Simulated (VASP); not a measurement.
Wanted: the native input for a VASP 6.6.1 run.

```
Task                   : single point
Functional             : r2SCAN
Potentials or basis    : VASP PAW PBE potentials, release 64 (Sn_d, Se)
Cutoff                 : 520 eV
k mesh                 : 6 × 6 × 4
Occupations            : gaussian, width 0.05 eV
Spin                   : no spin polarisation
Dipole correction      : no
Further INCAR settings : ALGO = Normal; EDIFF = 1e-06; NBANDS = 28
```

System: SnSe, a slab with vacuum.

```
Sn Se
1.0
     4.24247    0.00000    0.00000
     0.00000    4.24247    0.00000
     0.00000    0.00000   10.99069
Sn Se
2 2
Direct
  0.50000 0.00000 0.37223
  0.00000 0.50000 0.62777
  0.50000 0.00000 0.61604
  0.00000 0.50000 0.38396
```

This cell differs from its parent crystal: strain -0.0100 x Voigt [1, 1, 0, 0, 0, 0].

These files were run (other wordings do the same):

POSCAR

```
SnSe
1.0
    4.2424741449      0.0000000000      0.0000000000
    0.0000000000      4.2424741449      0.0000000000
    0.0000000000      0.0000000000     10.9906921300
Sn Se
2 2
Direct
    0.5000000000      0.0000000000      0.3722291100
    0.0000000000      0.5000000000      0.6277708900
    0.5000000000      0.0000000000      0.6160394900
    0.0000000000      0.5000000000      0.3839605100
```

INCAR.step1

```
  ALGO = Normal
  EDIFF = 1E-4
  ENCUT = 520
  GGA = PE
  ISMEAR = 0
  LASPH = True
  LCHARG = False
  LREAL = False
  LWAVE = True
  NBANDS = 28
  NELM = 100
  PREC = Accurate
  SIGMA = 0.05
```

INCAR.step2

```
  ALGO = Normal
  EDIFF = 1E-6
  ENCUT = 520
  ISIF = 2
  ISMEAR = 0
  ISTART = 1
  LASPH = True
  LCHARG = False
  LMIXTAU = True
  LREAL = False
  LWAVE = False
  METAGGA = R2SCAN
  NBANDS = 28
  NELM = 100
  PREC = Accurate
  SIGMA = 0.05
```

KPOINTS

```
k-points
0
Gamma
  6 6 4
```

Potentials or basis: VASP PAW PBE potentials, release 64 (Sn_d, Se).

The run is started by

```bash
$ cat potpaw_PBE.64/Sn_d/POTCAR potpaw_PBE.64/Se/POTCAR > POTCAR
$ cp INCAR.step1 INCAR
$ mpirun -np 1 vasp_std > vasp.out
$ cp INCAR.step2 INCAR
$ mpirun -np 1 vasp_std > vasp.out
```

Results of the run:

```json
{
  "Largest force": "0.081 eV/Å",
  "Band gap on the k mesh": "1.65 eV (least direct gap 1.76 eV)"
}
```

Caveat: the cell differs from its parent crystal (strain -0.0100 x Voigt [1, 1, 0, 0, 0, 0]); there is no dipole correction, which matters where the two faces differ; the PAW data sets were made with another functional, which shifts forces and pressure a little; spin-orbit coupling is left out, which moves the levels of the heavy elements.

Run time: 7 min on 1 thread of AMD EPYC 9R45 96-Core Processor (Zen 5), on a shared host, peak memory 0.37 GiB.
